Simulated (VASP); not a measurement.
A run of VASP 6.6.1 is set up as follows.

Contents of INCAR:

```
  PREC = Accurate
  ENCUT = 520
  EDIFF = 1E-7
  ISMEAR = 0
  SIGMA = 0.05
  LREAL = F
  LASPH = T
  NELM = 100
  ALGO = Normal
  ISIF = 2
  LWAVE = F
  LCHARG = F
  GGA = PE
  NBANDS = 30
```

The input KPOINTS:

```
regular mesh
0
Gamma
  6 6 6
```

File POSCAR:

```
CsSnI3
1.0
    6.5765943969      0.0000000000      0.0000000000
    0.0000000000      6.2831703419      0.0000000000
    0.0000000000      0.0000000000      6.5765943969
Cs Sn I
1 1 3
Direct
    0.0000000000      0.0000000000      0.0000000000
    0.5000000000      0.5000000000      0.5000000000
    0.0000000000      0.5000000000      0.5000000000
    0.5000000000      0.0000000000      0.5000000000
    0.5000000000      0.5000000000      0.0000000000
```

Potentials or basis: VASP PAW PBE potentials, release 64 (Cs_sv, Sn_d, I).

Launch:

```console
$ cat potpaw_PBE.64/Cs_sv/POTCAR potpaw_PBE.64/Sn_d/POTCAR potpaw_PBE.64/I/POTCAR > POTCAR
$ mpirun -np 1 vasp_std > vasp.out
```

Q: What does it give for the pressure?

A: -1.1 GPa.

Q: What does it give for the band gap on the k mesh?

A: 0.71 eV, direct.

Stress tensor (GPa, compression positive):
```
-1.41  0.00  0.00
 0.00 -0.41  0.00
 0.00  0.00 -1.41
```

Caveat: the cell differs from its parent crystal (normal strain along x +0.0467, normal strain along z +0.0467); spin-orbit coupling is left out, which moves the levels of the heavy elements. A k mesh can miss the band edges.
